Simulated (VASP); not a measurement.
A run of VASP 6.6.1 is set up as follows.

File INCAR:

```
SYSTEM = KF
ALGO = Normal
EDIFF = 1E-7
ENCUT = 520
GGA = PE
ISIF = 2
ISMEAR = -1
LASPH = .True.
LCHARG = .False.
LREAL = .False.
LWAVE = .False.
NBANDS = 15
NELM = 80
PREC = Accurate
SIGMA = 0.02
```

KPOINTS

```
k-points
0
Gamma
  8 8 8
  0 0 0
```

Contents of POSCAR:

```
KF
1.0
    3.1788707423      0.0000000000      0.0000000000
    0.0000000000      3.1788707423      0.0000000000
    0.0000000000      0.0000000000      3.1674268076
K F
1 1
Direct
    0.0000000000      0.0000000000      0.0000000000
    0.5000000000      0.5000000000      0.5000000000
```

Potentials or basis: VASP PAW PBE potentials, release 64 (K_sv, F).

Command:

```bash
$ cat potpaw_PBE.64/K_sv/POTCAR potpaw_PBE.64/F/POTCAR > POTCAR
$ mpirun -np 1 vasp_std > vasp.out
```

(1) What does it give for the band gap on the k mesh?

(2) What does it give for the pressure?

Results:

(1) 6.82 eV (least direct gap 6.85 eV).

(2) 3.2 GPa.

Caveat: the cell differs from its parent crystal (uniaxial z strain -0.4%); the cell stands under pressure; the structure was generated, so it needn't be the stable form of KF.
